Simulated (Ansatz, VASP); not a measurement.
CaTiC6N6: VASP beside Ansatz

```
Ca Ti C N
1.0
     0.00000    5.81534    5.81534
     5.81534    0.00000    5.81534
     5.81534    5.81534    0.00000
Ca Ti C N
1 1 6 6
Direct
  0.00000 0.00000 0.00000
  0.50000 0.50000 0.50000
  0.77622 0.22378 0.22378
  0.22378 0.77622 0.22378
  0.22378 0.22378 0.77622
  0.22378 0.77622 0.77622
  0.77622 0.22378 0.77622
  0.77622 0.77622 0.22378
  0.67517 0.32483 0.32483
  0.32483 0.67517 0.32483
  0.32483 0.32483 0.67517
  0.32483 0.67517 0.67517
  0.67517 0.32483 0.67517
  0.67517 0.67517 0.32483
```

Alike in both runs: functional PBE; k mesh 4 × 4 × 4; occupations gaussian, width 0.02 eV; no spin polarisation.

Ansatz relaxed the structure, and its values are those at the end. VASP's run is a single point on that final structure, the one shown.

```csv
,VASP,Ansatz
version,VASP 6.6.1,Ansatz 0.2.0
potentials or method,"VASP PAW PBE potentials, release 64 (Ca_sv, Ti_sv, C, N), cutoff 520 eV","scalar-relativistic, plane waves, PAW"
valence electrons in the cell,76,76
```

Ansatz gave:

* gap on the k mesh at the Fermi level (eV): 2.47
* least direct gap on the mesh (eV): 2.47
* pressure (GPa): 0.0
* rms of the force components (eV/Å): 0.001

Which values does VASP return?

gap on the k mesh at the Fermi level (eV): 2.45; least direct gap on the mesh (eV): 2.45; pressure (GPa): 0.3; rms of the force components (eV/Å): 0.193.

One of these differences is far larger than is usual between the two programs; its cause wasn't traced. Ansatz's warnings: xc potential rough in thin density.

Noted on VASP's run: the standard files for N, O and F lose accuracy on very short bonds.
